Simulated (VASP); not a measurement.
# Si3Bi2TeSe2 (P1) in VASP: relaxation of cell and atoms with PBE

Aim: the relaxation of cell and atoms of Si3Bi2TeSe2 with PBE.

All numbers are computed with VASP 6.6.1; they aren't measurements. Logs are shortened: lines on timing, memory, paths and dates and some standing lists are left out, and cuts for length are marked.

## Step 1: The cell of the first run

The typed cell holds 8 atoms: a = 3.981 Å, b = 4.036 Å, c = 14.841 Å, α = 89.41°, β = 90.84°, γ = 117.30°.

## Step 2: Relaxation of cell and atoms, PBE

INCAR reads:

```
PREC = Accurate
ENCUT = 600
EDIFF = 1E-6
ISMEAR = 0
SIGMA = 0.2
LREAL = False
LASPH = True
NELM = 60
ALGO = Normal
ISIF = 3
LWAVE = False
LCHARG = False
GGA = PE
IBRION = 2
NSW = 80
EDIFFG = -0.025
```

KPOINTS reads:

```
Automatic mesh
0
Gamma
  6 6 2
```

POSCAR reads:

```
Si3Bi2TeSe2
1.0
    3.9805506950      0.0791311371     -0.0295790319
   -1.9217457726      3.5491039992      0.0212116630
   -0.1091648289      0.0273683362     14.8402510993
Si Bi Te Se
3 2 1 2
Direct
   -0.0280571711      1.0114575224      0.2982176182
    0.6602849401      0.3154267552      0.5181845083
    0.3648937635      0.6821502890      0.7497642448
    0.3222243311      0.6292225280      0.0389495724
    0.6457392746      0.3472419481      0.1726819121
    0.0194466953     -0.0024593056      0.6093871110
    0.3311879411      0.6992910091      0.3766722217
    0.6842802255      0.3176692538      0.8261428116
```

Potentials or basis: VASP PAW PBE potentials, release 64 (Si, Bi_d, Te, Se).

Run with:

```sh
> cat potpaw_PBE.64/Si/POTCAR potpaw_PBE.64/Bi_d/POTCAR potpaw_PBE.64/Te/POTCAR potpaw_PBE.64/Se/POTCAR > POTCAR
> mpirun -np 1 vasp_std > vasp.out
```

OUTCAR:

```text
PREC = Accurate
   ENCUT = 600
   EDIFF = 1E-6
   ISMEAR = 0
   LREAL = False
   LASPH = True
   NELM = 60
   ISIF = 3
   GGA = PE
   IBRION = 2
   NSW = 80
   EDIFFG = -0.025

 ion  position               nearest neighbor table
   1  0.972  0.011  0.298-   7 2.56   7 2.56   7 2.74   5 2.91   5 3.03   5 3.04
   2  0.660  0.315  0.518-   6 2.66   6 2.67   6 2.80
   3  0.365  0.682  0.750-   8 2.55   8 2.59   8 2.68   6 3.05   6 3.13   6 3.23
   4  0.322  0.629  0.039-   5 2.85   5 3.13   5 3.26
   5  0.646  0.347  0.173-   4 2.85   1 2.91   1 3.03   1 3.04   4 3.13   4 3.26
   6  0.019  0.998  0.609-   2 2.66   2 2.67   2 2.80   3 3.05   3 3.13   3 3.23
   7  0.331  0.699  0.377-   1 2.56   1 2.56   1 2.74
   8  0.684  0.318  0.826-   3 2.55   3 2.59   3 2.68

  LATTYP: Found a triclinic cell.
 ALAT       =     7.0865944492
 B/A-ratio  =     0.5618279786
 C/A-ratio  =     2.3295070291
 COS(alpha) =     0.0036790356
 COS(beta)  =     0.2249415399
 COS(gamma) =     0.8624681049

  Lattice vectors:

 A1 = (  -6.0393556174,  -3.7073662734,   0.0379464008)
 A2 = (  -3.9805506950,  -0.0791311371,   0.0295790319)
 A3 = (  -0.0278943209,  -7.2047074717, -14.8530953934)

Analysis of symmetry for initial positions (statically):
=====================================================================
 Subroutine PRICEL returns:
 Original cell was already a primitive cell.

 Routine SETGRP: Setting up the symmetry group for a
 triclinic supercell.

 Subroutine GETGRP returns: Found  1 space group operations
 (whereof  1 operations were pure point group operations)
 out of a pool of  2 trial point group operations.

The static configuration has the point symmetry C_1 .

Analysis of symmetry for dynamics (positions and initial velocities):
=====================================================================
 Subroutine PRICEL returns:
 Original cell was already a primitive cell.

 Routine SETGRP: Setting up the symmetry group for a
 triclinic supercell.

 Subroutine GETGRP returns: Found  1 space group operations
 (whereof  1 operations were pure point group operations)
 out of a pool of  2 trial point group operations.

The dynamic configuration has the point symmetry C_1 .

 Subroutine INISYM returns: Found  1 space group operations
 (whereof  1 operations are pure point group operations),
 and found     1 'primitive' translations

----------------------------------------------------------------------------------------

                                     Primitive cell

  volume of cell :     211.8983

  direct lattice vectors                    reciprocal lattice vectors
     3.980550695  0.079131137 -0.029579032     0.248557926  0.134578086  0.001580203
    -1.921745773  3.549103999  0.021211663    -0.005545751  0.278761695 -0.000554886
    -0.109164829  0.027368336 14.840251099     0.000503343 -0.000130207  0.067388247

  length of vectors
     3.981447035  4.036049547 14.840677837     0.282656684  0.278817406  0.067390253

  position of ions in fractional coordinates (direct lattice)
     0.971942829  0.011457522  0.298217618
     0.660284940  0.315426755  0.518184508
     0.364893763  0.682150289  0.749764245
     0.322224331  0.629222528  0.038949572
     0.645739275  0.347241948  0.172681912
     0.019446695  0.997540694  0.609387111
     0.331187941  0.699291009  0.376672222
     0.684280225  0.317669254  0.826142812

  ion indices of the primitive-cell ions
   primitive index   ion index
                 1           1
                 2           2
                 3           3
                 4           4
                 5           5
                 6           6
                 7           7
                 8           8

----------------------------------------------------------------------------------------

 KPOINTS: Automatic mesh

Automatic generation of k-mesh.
 Grid dimensions read from file:
 generate k-points for:    6    6    2

 Generating k-lattice:

  Cartesian coordinates                     Fractional coordinates (reciprocal lattice)
     0.041426321  0.022429681  0.000263367     0.166666667 -0.000000000  0.000000000
    -0.000924292  0.046460283 -0.000092481    -0.000000000  0.166666667 -0.000000000
     0.000251672 -0.000065104  0.033694124     0.000000000 -0.000000000  0.500000000

  Length of vectors
     0.047109447  0.046469568  0.033695126

  Shift w.r.t. Gamma in fractional coordinates (k-lattice)
     0.000000000  0.000000000  0.000000000

 Subroutine IBZKPT returns following result:
 ===========================================

 Found     40 irreducible k-points:

 Following reciprocal coordinates:
            Coordinates               Weight
  0.000000  0.000000  0.000000      1.000000
  0.166667 -0.000000 -0.000000      2.000000
  0.333333 -0.000000  0.000000      2.000000
  0.500000 -0.000000 -0.000000      1.000000
  0.000000  0.166667  0.000000      2.000000
  0.166667  0.166667  0.000000      2.000000
[... 16 lines left out ...]
  0.333333 -0.000000  0.500000      2.000000
  0.500000 -0.000000  0.500000      1.000000
 [... further k-points ...]
   k-points           NKPTS =     40   k-points in BZ     NKDIM =     40   number of bands    NBANDS=     36
   number of dos      NEDOS =    301   number of ions     NIONS =      8
   total plane-waves  NPLWV = 122880
   dimension x,y,z NGX =    32 NGY =   32 NGZ =  120
   dimension x,y,z NGXF=    64 NGYF=   64 NGZF=  240
   ions per type =               3   2   1   2
   NGX,Y,Z   is equivalent  to a cutoff of  13.36, 13.18, 13.44 a.u.
   NGXF,Y,Z  is equivalent  to a cutoff of  26.72, 26.36, 26.88 a.u.
 SYSTEM =  unknown system
   PREC   = accura    normal or accurate (medium, high low for compatibility)
   ISTART =      0    job   : 0-new  1-cont  2-samecut
   ICHARG =      2    charge: 1-file 2-atom 10-const
   ISPIN  =      1    spin polarized calculation?
   LNONCOLLINEAR =      F non collinear calculations
   LSORBIT =      F    spin-orbit coupling
   LASPH  =      T    aspherical Exc in radial PAW
   ENCUT  =  600.0 eV  44.10 Ry    6.64 a.u.   7.95  8.06 29.64*2*pi/ulx,y,z
   NELM   =     60;   NELMIN=  2; NELMDL= -5     # of ELM steps
   EDIFF  = 0.1E-05   stopping-criterion for ELM
   LREAL  =      F    real-space projection
   EDIFFG = -.3E-01   stopping-criterion for IOM
   NSW    =     80    number of steps for IOM
   IBRION =      2    ionic relax: 0-MD 1-quasi-New 2-CG
   NFREE  =      1    steps in history (QN), initial steepest desc. (CG)
   ISIF   =      3    stress and relaxation
   ISYM   =      2    0-nonsym 1-usesym 2-fastsym
   POTIM  = 0.5000    time-step for ionic-motion
   TEBEG  =    0.0;   TEEND  =   0.0 temperature during run
   PSTRESS=    0.0 pullay stress
   NELECT =      60.0000    total number of electrons
   NUPDOWN=      -1.0000    fix difference up-down
   EMIN   =  10.00;   EMAX   =-10.00  energy-range for DOS
   EFERMI =   0.00;   METHOD = LEGACY
   ISMEAR =     0;   SIGMA  =   0.20  broadening in eV -4-tet -1-fermi 0-gaus
   EFERMI_NEDOS =   21; number of points for ismear=-14 and -15
   IALGO  =     38    algorithm
   IMIX   =      4    mixing-type and parameters
     AMIX     =   0.40;   BMIX     =  1.00
     AMIX_MAG =   1.60;   BMIX_MAG =  1.00
  volume/ion in A,a.u.               =      26.49       178.75
  Fermi-wavevector in a.u.,A,eV,Ry     =   1.075019  2.031491 15.723782  1.155665
  Thomas-Fermi vector in A             =   2.210863
   LORBIT       =      0    0 simple, 1 ext, 2 COOP (PROOUT), +10 PAW based schemes
   GGA     = PE    functional components
   LHFCALC =     F    Hartree Fock is set to
   AEXX    =    0.0000 exact exchange contribution
   IVDW    =     0    specifies the selected vdW correction
   LEPSILON=     F    determine dielectric tensor
   LRPA    =     F    only Hartree local field effects (RPA)
 conjugate gradient relaxation of ions
 non-spin polarized calculation
 Gauss-broadening in eV      SIGMA  =   0.20
  energy-cutoff  :      600.00
  volume of cell :      211.90
 maximum number of plane-waves:      7134
   NGX = 15   NGY = 17   NGZ = 59

--------------------------------------- Ionic step        1  -------------------------------------------

 number of electron      60.0000004 magnetization

 Free energy of the ion-electron system (eV)
  ---------------------------------------------------
  ext. energy  EPLUGINS =         0.00000000
  ---------------------------------------------------
  free energy    TOTEN  =       -32.84753029 eV

  energy without entropy =      -32.82895333  energy(sigma->0) =      -32.83824181

------------------------ aborting loop because EDIFF is reached ----------------------------------------

  FORCE on cell =-STRESS in cart. coord.  units (eV):
  Direction    XX          YY          ZZ          XY          YZ          ZX
  --------------------------------------------------------------------------------------
  -------------------------------------------------------------------------------------
  Total        2.5556493     -2.1904381      1.9314766     -2.1508618     -2.3399858      2.4195120
  in kB       19.3234322    -16.5620460     14.6040214    -16.2628072    -17.6927866     18.2940892
  external PRESSURE =       5.7884692 kB  Pullay stress =       0.0000000 kB
[... 107 lines left out ...]
  FREE ENERGIE OF THE ION-ELECTRON SYSTEM (eV)
  ---------------------------------------------------
  free  energy   TOTEN  =       -33.0606535481 eV

  energy  without entropy=      -33.0434826166  energy(sigma->0) =      -33.05206808

[... ionic steps 4 to 17 ...]

--------------------------------------- Ionic step       18  -------------------------------------------

 number of electron      60.0000002 magnetization

------------------------ aborting loop because EDIFF is reached ----------------------------------------
[... 79 lines left out ...]
--------------------------------------- Ionic step       20  -------------------------------------------

 number of electron      60.0000001 magnetization

 Free energy of the ion-electron system (eV)
  ---------------------------------------------------
  ext. energy  EPLUGINS =         0.00000000
  ---------------------------------------------------
  free energy    TOTEN  =       -33.18878800 eV

  energy without entropy =      -33.17183034  energy(sigma->0) =      -33.18030917

 E-fermi :   6.1235     XC(G=0):  -9.5586

 val. band max:        6.0642189658   @ k =   0.5000   0.5000   0.5000
 cond. band min:       6.1447264092   @ k =  -0.0000   0.0000   0.5000
 fundamental gap:      0.0805074434
 Fermi energy:         6.1234689022

 k-point     1 :       0.0000    0.0000    0.0000
  band No.  band energies     occupation
      1     -16.9585      2.00000
      2     -16.9576      2.00000
      3     -16.8510      2.00000
      4     -16.8356      2.00000
      5     -16.8338      2.00000
      6     -16.6482      2.00000
[... 925 lines left out ...]
     35       8.0944      0.00000
     36       8.1582      0.00000

 [... further k-points ...]

------------------------ aborting loop because EDIFF is reached ----------------------------------------

  FORCE on cell =-STRESS in cart. coord.  units (eV):
  Direction    XX          YY          ZZ          XY          YZ          ZX
  --------------------------------------------------------------------------------------
  -------------------------------------------------------------------------------------
  Total       -0.0230230     -0.0247724     -0.0181827      0.0209630     -0.0220240      0.0033925
  in kB       -0.1755386     -0.1888770     -0.1386342      0.1598320     -0.1679218      0.0258661
  external PRESSURE =      -0.1676833 kB  Pullay stress =       0.0000000 kB
[... 23 lines left out ...]
  FREE ENERGIE OF THE ION-ELECTRON SYSTEM (eV)
  ---------------------------------------------------
  free  energy   TOTEN  =       -33.1887880027 eV

  energy  without entropy=      -33.1718303440  energy(sigma->0) =      -33.18030917

 reached required accuracy - stopping structural energy minimisation
```

It took 1.8 h on 1 thread of Intel Xeon 8259CL, shared host; peak memory 0.65 GiB.

What came out:

```
Free energy                           : -33.1888 eV
Relaxed volume                        : 26.27 Å³/atom
Relaxed cell                          : a = 4.037 Å, b = 4.034 Å, c = 14.909 Å, α = 89.63°, β = 90.72°, γ = 120.04°
Space group after relaxing (to 0.1 Å) : P1 (No. 1)
Energy gained by relaxing             : 42.7 meV/atom
Ionic steps                           : 20
Pressure after relaxing               : 0.0 GPa
Largest force after relaxing          : 0.017 eV/Å
Band gap on the k mesh                : zero (bands 30 and 31 overlap by 0.14 eV)
```

Forces on the atoms (eV/Å):
```
Si   0.015 -0.002 -0.008
Si  -0.003  0.005  0.010
Si  -0.003 -0.006  0.003
Bi   0.006  0.009  0.012
Bi  -0.002 -0.004 -0.009
Te  -0.004 -0.001  0.003
Se   0.003 -0.001 -0.017
Se  -0.012 -0.001  0.005
```

Step by step:
| step | energy change (eV) | largest force (eV/Å) | pressure (GPa) | volume (Å³) |
| --- | --- | --- | --- | --- |
| 1 | 0.0000 | 1.1682 | 0.58 | 211.90 |
| 2 | -0.2127 | 0.5715 | -0.72 | 214.67 |
| 3 | -0.2131 | 0.5782 | -0.75 | 214.78 |
| 4 | -0.2681 | 0.3140 | 0.10 | 211.38 |
| 5 | -0.2794 | 0.2743 | 0.74 | 209.11 |
| 6 | -0.3102 | 0.1948 | 0.14 | 211.30 |
| 7 | -0.3121 | 0.2200 | -0.03 | 212.01 |
| 8 | -0.3211 | 0.1461 | -0.11 | 212.28 |
| 9 | -0.3275 | 0.1199 | -0.23 | 212.75 |
| 10 | -0.3325 | 0.1365 | 0.17 | 211.01 |
| 11 | -0.3326 | 0.1381 | 0.20 | 210.88 |
| 12 | -0.3367 | 0.0677 | -0.03 | 211.32 |
| 13 | -0.3368 | 0.0721 | -0.08 | 211.42 |
| 14 | -0.3390 | 0.0615 | -0.04 | 210.89 |
| 15 | -0.3391 | 0.0591 | -0.03 | 210.74 |
| 16 | -0.3406 | 0.0396 | 0.06 | 210.12 |
| 17 | -0.3407 | 0.0338 | 0.09 | 209.88 |
| 18 | -0.3409 | 0.0388 | -0.10 | 210.50 |
| 19 | -0.3410 | 0.0258 | -0.04 | 210.27 |
| 20 | -0.3413 | 0.0172 | -0.02 | 210.14 |

Final structure:
```yaml
crystal:
  lattice:
    - [4.03661, -0.00101, -0.02591]
    - [-2.01867, 3.49229, 0.01263]
    - [-0.09125, 0.00531, 14.90915]
  atoms:
    - { symbol: Si, position: [0.98959, 0.00046, 0.30361] }
    - { symbol: Si, position: [0.67084, 0.33351, 0.51133] }
    - { symbol: Si, position: [0.35087, 0.66903, 0.75086] }
    - { symbol: Bi, position: [0.31191, 0.66413, 0.03536] }
    - { symbol: Bi, position: [0.65233, 0.33160, 0.16675] }
    - { symbol: Te, position: [0.00880, 0.00023, 0.60784] }
    - { symbol: Se, position: [0.32861, 0.66644, 0.38428] }
    - { symbol: Se, position: [0.68704, 0.33459, 0.82996] }
```

Levels at points of the mesh, in eV from the Fermi level:
| k point | band 26 | band 27 | band 28 | band 29 | band 30 | band 31 | band 32 | band 33 | band 34 | band 35 |
| --- | --- | --- | --- | --- | --- | --- | --- | --- | --- | --- |
| (0.00, 0.00, 0.00) | -1.50 | -0.75 | -0.39 | 0.02 | 0.07 | 0.81 | 0.84 | 0.98 | 1.51 | 1.57 |
| (0.50, 0.00, 0.00) | -2.88 | -2.85 | -1.72 | -1.46 | -0.96 | 0.16 | 0.70 | 1.07 | 1.79 | 2.17 |
| (0.00, 0.50, 0.00) | -2.86 | -2.82 | -1.78 | -1.47 | -0.92 | 0.11 | 0.68 | 1.05 | 1.81 | 2.18 |
| (0.50, 0.50, 0.00) | -2.85 | -2.77 | -1.82 | -1.45 | -0.87 | 0.08 | 0.66 | 1.06 | 1.83 | 2.20 |
| (0.00, 0.00, 0.50) | -1.77 | -0.73 | -0.39 | 0.02 | 0.06 | 0.83 | 0.85 | 0.97 | 1.51 | 1.54 |
| (0.50, 0.00, 0.50) | -2.80 | -2.55 | -1.99 | -1.49 | -0.70 | -0.06 | 0.78 | 1.25 | 1.52 | 1.97 |
| (0.00, 0.50, 0.50) | -2.82 | -2.60 | -1.92 | -1.50 | -0.75 | -0.07 | 0.82 | 1.24 | 1.49 | 1.97 |
| (0.50, 0.50, 0.50) | -2.83 | -2.65 | -1.85 | -1.49 | -0.79 | -0.06 | 0.88 | 1.26 | 1.47 | 1.97 |

Caveat: spin-orbit coupling is left out, which moves the levels of the heavy elements.
